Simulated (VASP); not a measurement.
Input of a VASP 6.6.1 run:

INCAR

```
ALGO = Normal
EDIFF = 1E-7
ENCUT = 520
GGA = PE
ISIF = 2
ISMEAR = 0
LASPH = True
LCHARG = False
LREAL = False
LWAVE = False
NBANDS = 50
NELM = 80
PREC = Accurate
SIGMA = 0.1
```

Contents of KPOINTS:

```
k-points
0
Gamma
  4 4 6
```

POSCAR

```
YLu2F3
1.0
    3.0937449400     -4.7177239600      0.0000000000
    3.0937449400      4.7177239600      0.0000000000
    0.0000000000      0.0000000000      3.0795038700
Y Lu F
1 2 3
Direct
    0.5000000000      0.5000000000      0.0000000000
    0.2156325000      0.7843675000      0.0000000000
    0.7843675000      0.2156325000      0.0000000000
    0.0000000000      0.0000000000      0.0000000000
    0.5000000000      0.0000000000      0.5000000000
    0.0000000000      0.5000000000      0.5000000000
```

Potentials or basis: VASP PAW PBE potentials, release 64 (Y_sv, Lu, F).

Run with:

```bash
$ cat potpaw_PBE.64/Y_sv/POTCAR potpaw_PBE.64/Lu/POTCAR potpaw_PBE.64/F/POTCAR > POTCAR
$ mpirun -np 1 vasp_std > vasp.out
```

Q: Estimate the pressure.

A: 35.1 GPa.

Q: Predict the band gap on the k mesh.

A: Zero (band 41 reaches 6.06 eV, above the bottom of band 42 at 5.10 eV).

Q: What does it give for the largest force?

A: 0.534 eV/Å.

Forces in eV/Å, atoms in the order of the input:
```
Y    0.000  0.000  0.000
Lu   0.000 -0.534  0.000
Lu   0.000  0.534  0.000
F    0.000  0.000  0.000
F    0.000  0.000  0.000
F    0.000  0.000  0.000
```

Caveat: spin-orbit coupling is left out, which moves the levels of the heavy elements.
